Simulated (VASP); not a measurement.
Set up this calculation in VASP 6.6.1, as the native input.

| Quantity | Value |
| --- | --- |
| Task | single point |
| Functional | PBE |
| Potentials or basis | VASP PAW PBE potentials, release 64 (C) |
| Cutoff | 520 eV |
| k mesh | 42 × 18 × 18 |
| Occupations | gaussian, width 0.1 eV |
| Spin | no spin polarisation |
| Dipole correction | no |
| Further INCAR settings | ALGO = Normal; EDIFF = 1e-06; NBANDS = 8 |

The structure of C lies in POSCAR:

```
C
1.0
    1.2822880008      0.0000000000      0.0000000000
    0.0000000000      4.2675273030      0.0000000000
    0.0000000000      0.0000000000      4.2764804155
C
1
Direct
    0.0000000000      0.5000000000      0.0000000000
```

One way to write it, as run:

INCAR

```
PREC     = Accurate       # precision mode
ENCUT    = 520            # plane-wave cutoff, eV
EDIFF    = 1E-6           # SCF threshold, eV
ISMEAR   = 0              # smearing method
SIGMA    = 0.1            # smearing width, eV
LREAL    = False          # projectors in reciprocal space
LASPH    = True           # aspherical terms in the spheres
NELM     = 80             # most SCF steps
ALGO     = Normal         # electronic algorithm
ISIF     = 2              # what is computed and relaxed
LWAVE    = False          # write WAVECAR
LCHARG   = True           # write CHGCAR
GGA      = PE             # functional
LELF     = True           # ELF
LVHAR    = True         
NBANDS   = 8              # bands
```

KPOINTS

```
regular mesh
0
Gamma
  42 18 18
```

Potentials or basis: VASP PAW PBE potentials, release 64 (C).

Run with:

```sh
$ cat potpaw_PBE.64/C/POTCAR > POTCAR
$ mpirun -np 1 vasp_std > vasp.out
```

Results of the run:

```json
{
 "Pressure": "-0.1 GPa",
 "Band gap on the k mesh": "zero (band 2 reaches 7.37 eV, above the bottom of band 3 at -7.22 eV)"
}
```

Wall time 4.3 min on 1 thread of AMD EPYC 7R13 Processor (Zen 3), with other jobs on the host, peak memory 0.4 GiB.
